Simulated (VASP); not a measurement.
# Si16Ge (a cell with a defect) in VASP: single point with PBE+D3(BJ)

Aim: the single point of Si16Ge (a cell with a defect) with PBE+D3(BJ).

All numbers are computed with VASP 6.6.1; they aren't measurements. Logs are shortened: lines on timing, memory, paths and dates and some standing lists are left out, and cuts for length are marked.

## (1) The cell of the first run

The cell holds a defect, 17 atoms: a = 7.679 Å, b = 7.679 Å, c = 7.679 Å, α = 60.00°, β = 60.00°, γ = 60.00°.

## (2) Single point, PBE+D3(BJ)

Contents of INCAR:

```
PREC = Accurate
ENCUT = 520
EDIFF = 1E-7
ISMEAR = 0
SIGMA = 0.02
LREAL = Auto
LASPH = True
NELM = 60
ALGO = Normal
ISIF = 2
LWAVE = False
LCHARG = False
GGA = PE
IVDW = 12
NBANDS = 53
```

Contents of KPOINTS:

```
regular mesh
0
Gamma
  2 2 2
```

Contents of POSCAR:

```
Si16Ge
1.0
    0.0000000000      5.4300000000      5.4300000000
    5.4300000000      0.0000000000      5.4300000000
    5.4300000000      5.4300000000      0.0000000000
Si Ge
16 1
Direct
    0.0007766257     -0.0020713734     -0.0000765427
    0.1215582541      0.1289126093      0.1204763211
   -0.0116587355      0.0014702301      0.5056041941
    0.1208314469      0.1295522567      0.6285373679
    0.0010207314      0.5012240465     -0.0003010323
    0.1251533622      0.6252217206      0.1242776017
    0.0010646476      0.5010184434      0.4969762663
    0.1198960552      0.6199834053      0.6294846716
    0.5065849282      0.0043875504     -0.0124943492
    0.6304993019      0.1305650068      0.1188505820
    0.5043556439      0.0066515674      0.5004100512
    0.6251014570      0.1251792662      0.6243872514
    0.4978620088      0.5008491990      0.0000465707
    0.6295590277      0.6209032032      0.1197711071
    0.5013962186      0.4884278487      0.5033674796
    0.6287687864      0.6216236174      0.6278206660
    0.3751186097      0.8752361122      0.3742143034
```

Potentials or basis: VASP PAW PBE potentials, release 64 (Si, Ge_d).

The run is started by

```
$ cat potpaw_PBE.64/Si/POTCAR potpaw_PBE.64/Ge_d/POTCAR > POTCAR
$ mpirun -np 1 vasp_std > vasp.out
```

OUTCAR:

```text
PREC = Accurate
   ENCUT = 520
   EDIFF = 1E-7
   ISMEAR = 0
   LREAL = Auto
   LASPH = True
   NELM = 60
   ISIF = 2
   GGA = PE
   IVDW = 12
 IVDW          = 12

 ion  position               nearest neighbor table
   1  0.001  0.998  1.000-  10 2.32   4 2.33   2 2.33   6 2.34
   2  0.122  0.129  0.120-   5 2.33   1 2.33   9 2.41   3 2.42  17 2.75
   3  0.988  0.001  0.506-  12 2.28   8 2.39   4 2.40   2 2.42  17 2.43
   4  0.121  0.130  0.629-   1 2.33   7 2.33   3 2.40  11 2.40  17 2.76
   5  0.001  0.501  1.000-   8 2.32  14 2.33   2 2.33   6 2.34
   6  0.125  0.625  0.124-   7 2.34   1 2.34  13 2.34   5 2.34
   7  0.001  0.501  0.497-   8 2.32   4 2.33  16 2.33   6 2.34
   8  0.120  0.620  0.629-   5 2.32   7 2.32   3 2.39  15 2.39  17 2.77
   9  0.507  0.004  0.988-  12 2.28  10 2.39  14 2.40   2 2.41  17 2.42
  10  0.630  0.131  0.119-   1 2.32  13 2.32   9 2.39  11 2.39  17 2.77
  11  0.504  0.007  0.500-  12 2.28  10 2.39   4 2.40  16 2.41  17 2.43
  12  0.625  0.125  0.624-   9 2.28   3 2.28  15 2.28  11 2.28
  13  0.498  0.501  0.000-  10 2.32  14 2.33  16 2.33   6 2.34
  14  0.630  0.621  0.120-   5 2.33  13 2.33   9 2.40  15 2.41  17 2.76
  15  0.501  0.488  0.503-  12 2.28   8 2.39  14 2.41  16 2.41  17 2.43
  16  0.629  0.622  0.628-  13 2.33   7 2.33  15 2.41  11 2.41  17 2.75
  17  0.375  0.875  0.374-   9 2.42   3 2.43  15 2.43  11 2.43  16 2.75   2 2.75   4 2.76  14 2.76
                             8 2.77  10 2.77

  LATTYP: Found a face centered cubic cell.
 ALAT       =    10.8600000000

  Lattice vectors:

 A1 = (   0.0000000000,   5.4300000000,   5.4300000000)
 A2 = (   5.4300000000,   0.0000000000,   5.4300000000)
 A3 = (   5.4300000000,   5.4300000000,   0.0000000000)

Analysis of symmetry for initial positions (statically):
=====================================================================
 Subroutine PRICEL returns:
 Original cell was already a primitive cell.

 Routine SETGRP: Setting up the symmetry group for a
 face centered cubic supercell.

 Subroutine GETGRP returns: Found  1 space group operations
 (whereof  1 operations were pure point group operations)
 out of a pool of 48 trial point group operations.

The static configuration has the point symmetry C_1 .

Analysis of symmetry for dynamics (positions and initial velocities):
=====================================================================
 Subroutine PRICEL returns:
 Original cell was already a primitive cell.

 Routine SETGRP: Setting up the symmetry group for a
 face centered cubic supercell.

 Subroutine GETGRP returns: Found  1 space group operations
 (whereof  1 operations were pure point group operations)
[... 124 lines left out ...]
   TEBEG  =    0.0;   TEEND  =   0.0 temperature during run
   PSTRESS=    0.0 pullay stress
   NELECT =      78.0000    total number of electrons
   NUPDOWN=      -1.0000    fix difference up-down
   EMIN   =  10.00;   EMAX   =-10.00  energy-range for DOS
   EFERMI =   0.00;   METHOD = LEGACY
   ISMEAR =     0;   SIGMA  =   0.02  broadening in eV -4-tet -1-fermi 0-gaus
   EFERMI_NEDOS =   21; number of points for ismear=-14 and -15
   IALGO  =     38    algorithm
   IMIX   =      4    mixing-type and parameters
     AMIX     =   0.40;   BMIX     =  1.00
     AMIX_MAG =   1.60;   BMIX_MAG =  1.00
  volume/ion in A,a.u.               =      18.84       127.11
  Fermi-wavevector in a.u.,A,eV,Ry     =   1.022421  1.932096 14.222785  1.045345
  Thomas-Fermi vector in A             =   2.156100
   LORBIT       =      0    0 simple, 1 ext, 2 COOP (PROOUT), +10 PAW based schemes
   GGA     = PE    functional components
   LHFCALC =     F    Hartree Fock is set to
   AEXX    =    0.0000 exact exchange contribution
   IVDW    =    12    specifies the selected vdW correction
   LEPSILON=     F    determine dielectric tensor
   LRPA    =     F    only Hartree local field effects (RPA)
 non-spin polarized calculation
 Gauss-broadening in eV      SIGMA  =   0.02
  energy-cutoff  :      520.00
  volume of cell :      320.21
 maximum number of plane-waves:      8646
 NGX is ok and might be reduce to    60
   NGX = 29   NGY = 29   NGZ = 29

 number of electron      77.9999997 magnetization

 Free energy of the ion-electron system (eV)
  ---------------------------------------------------
  ext. energy  EPLUGINS =         0.00000000
  ---------------------------------------------------
  free energy    TOTEN  =       -86.69258819 eV

  energy without entropy =      -86.69234577  energy(sigma->0) =      -86.69246698

 E-fermi :   6.9436     XC(G=0):  -9.7501

 val. band max:        6.9119878635   @ k =   0.0000   0.0000   0.0000
 cond. band min:       6.9765591456   @ k =   0.5000   0.5000   0.0000
 fundamental gap:      0.0645712821
 Fermi energy:         6.9435651921

 k-point     1 :       0.0000    0.0000    0.0000
  band No.  band energies     occupation
      1     -18.2677      2.00000
      2     -18.2674      2.00000
      3     -18.2674      2.00000
      4     -18.2548      2.00000
      5     -18.2528      2.00000
      6      -6.5258      2.00000
[... 421 lines left out ...]
     50      10.3263      0.00000
     51      10.3424      0.00000
 [bands above 51 left out]

------------------------ aborting loop because EDIFF is reached ----------------------------------------

 Edisp (eV)   -5.66650

 E8    (eV) :    -2.3554

  FORCE on cell =-STRESS in cart. coord.  units (eV):
  Direction    XX          YY          ZZ          XY          YZ          ZX
  --------------------------------------------------------------------------------------
  -------------------------------------------------------------------------------------
  Total       7.30978     6.86544     7.91197     0.00327    -0.00827    -0.00993
  in kB      36.57510    34.35181    39.58820     0.01636    -0.04139    -0.04970
  external pressure =       36.84 kB  Pullay stress =        0.00 kB

 VOLUME and BASIS-vectors are now :
 -----------------------------------------------------------------------------
  energy-cutoff  :      520.00
  volume of cell :      320.21
      direct lattice vectors                 reciprocal lattice vectors
     0.000000000  5.430000000  5.430000000    -0.092081031  0.092081031  0.092081031
     5.430000000  0.000000000  5.430000000     0.092081031 -0.092081031  0.092081031
     5.430000000  5.430000000  0.000000000     0.092081031  0.092081031 -0.092081031

 POSITION                                       TOTAL-FORCE (eV/Angst)
 -----------------------------------------------------------------------------------
     10.84834      5.43380      5.42297         0.000356      0.020695      0.022139
      1.35418      1.31425      1.36006         0.001493     -0.002268     -0.001590
      2.75341      8.11212      5.37468         0.004914     -0.014808      0.014520
      4.11643      4.06907      1.35958         0.003240     -0.003177      0.003627
      8.15001      5.43391      2.72719         0.004850      0.020114     -0.027366
      4.06978      1.35441      4.07454         0.000529      0.000450     -0.000457
[... 9 lines left out ...]
      6.78448      6.82328      6.78963        -0.001841      0.001607      0.002284
      6.78452      4.06888      6.78943         0.001741      0.002741      0.000053
 -----------------------------------------------------------------------------------
    total drift:                                0.001472      0.005647     -0.003670

  FREE ENERGIE OF THE ION-ELECTRON SYSTEM (eV)
  ---------------------------------------------------
  free  energy   TOTEN  =       -92.3590837470 eV

  energy  without entropy=      -92.3588413262  energy(sigma->0) =      -92.35896254
```

OSZICAR:

```text
N       E                     dE             d eps       ncg     rms          rms(c)
DAV:   1     0.402774783927E+03    0.40277E+03   -0.29851E+04  1068   0.159E+03
DAV:   2    -0.225515747503E+02   -0.42533E+03   -0.39352E+03   952   0.392E+02
DAV:   3    -0.848351528001E+02   -0.62284E+02   -0.59969E+02  1053   0.104E+02
DAV:   4    -0.881598038213E+02   -0.33247E+01   -0.32736E+01  1080   0.275E+01
DAV:   5    -0.882617818100E+02   -0.10198E+00   -0.10172E+00  1072   0.480E+00    0.144E+01
DAV:   6    -0.871570741260E+02    0.11047E+01   -0.67812E-01  1032   0.282E+00    0.873E+00
DAV:   7    -0.866862086488E+02    0.47087E+00   -0.11605E+00  1024   0.356E+00    0.617E-01
DAV:   8    -0.866902940702E+02   -0.40854E-02   -0.70674E-02  1104   0.135E+00    0.355E-01
DAV:   9    -0.866918051987E+02   -0.15111E-02   -0.79608E-03  1024   0.428E-01    0.183E-01
DAV:  10    -0.866923230416E+02   -0.51784E-03   -0.71614E-04  1208   0.198E-01    0.986E-02
DAV:  11    -0.866925797886E+02   -0.25675E-03   -0.34753E-04   976   0.705E-02    0.174E-02
DAV:  12    -0.866925837891E+02   -0.40004E-05   -0.23519E-05  1184   0.360E-02    0.138E-02
DAV:  13    -0.866925881670E+02   -0.43780E-05   -0.10944E-05   968   0.124E-02    0.683E-03
DAV:  14    -0.866925881894E+02   -0.22377E-07   -0.41842E-07  1032   0.287E-03
   1 F= -.92359084E+02 E0= -.92358963E+02  d E =-.242421E-03
```

It took 7 min on 1 thread of Intel Xeon 8259CL, shared host; peak memory 0.49 GiB.

What came out:

```yaml
Free_energy: -92.3591 eV
Pressure: 3.7 GPa
Largest_force: 0.034 eV/Å
Band_gap_on_the_k_mesh: zero (band 39 reaches 7.00 eV, above the bottom of band 40 at 6.68 eV)
Dispersion_energy_per_atom: -0.333 eV
```

Forces in eV/Å, atoms in the order of the input:
```
Si   0.000  0.021  0.022
Si   0.001 -0.002 -0.002
Si   0.005 -0.015  0.015
Si   0.003 -0.003  0.004
Si   0.005  0.020 -0.027
Si   0.001  0.000  0.000
Si  -0.002 -0.017 -0.024
Si  -0.003 -0.002 -0.009
Si  -0.007 -0.012 -0.015
Si   0.002  0.001  0.008
Si   0.005  0.011 -0.013
Si  -0.003 -0.004  0.004
Si   0.006 -0.015  0.022
Si  -0.004  0.002 -0.002
Si  -0.009  0.010  0.015
Si  -0.002  0.002  0.002
Ge   0.002  0.003  0.000
```

Stress tensor (GPa, compression positive):
```
3.66 0.00 0.00
0.00 3.44 0.00
0.00 0.00 3.96
```

Levels at points of the mesh, in eV from the Fermi level:
| k point | band 35 | band 36 | band 37 | band 38 | band 39 | band 40 | band 41 | band 42 | band 43 | band 44 |
| --- | --- | --- | --- | --- | --- | --- | --- | --- | --- | --- |
| (0.00, 0.00, 0.00) | -1.74 | -0.84 | -0.82 | -0.79 | -0.29 | -0.26 | -0.25 | -0.03 | 0.04 | 0.40 |
| (0.50, 0.00, 0.00) | -1.54 | -1.54 | -1.49 | -1.48 | -0.34 | 0.49 | 0.52 | 0.85 | 0.86 | 1.23 |
| (0.00, 0.50, 0.00) | -1.54 | -1.54 | -1.49 | -1.48 | -0.34 | 0.49 | 0.52 | 0.85 | 0.86 | 1.23 |
| (0.00, 0.00, 0.50) | -1.54 | -1.54 | -1.49 | -1.48 | -0.34 | 0.49 | 0.52 | 0.85 | 0.86 | 1.23 |
| (0.50, 0.50, 0.50) | -1.54 | -1.54 | -1.49 | -1.48 | -0.34 | 0.49 | 0.52 | 0.85 | 0.86 | 1.23 |
| (0.50, 0.50, 0.00) | -2.11 | -2.10 | -1.89 | -1.31 | 0.03 | 0.79 | 1.02 | 1.03 | 1.06 | 1.88 |
| (0.00, 0.50, 0.50) | -2.11 | -2.08 | -1.92 | -1.33 | 0.05 | 0.78 | 0.99 | 1.04 | 1.06 | 1.90 |
| (0.50, 0.00, 0.50) | -2.09 | -2.07 | -1.95 | -1.34 | 0.06 | 0.78 | 1.00 | 1.04 | 1.05 | 1.92 |

Caveat: the k points lie up to 0.50 Å⁻¹ apart.
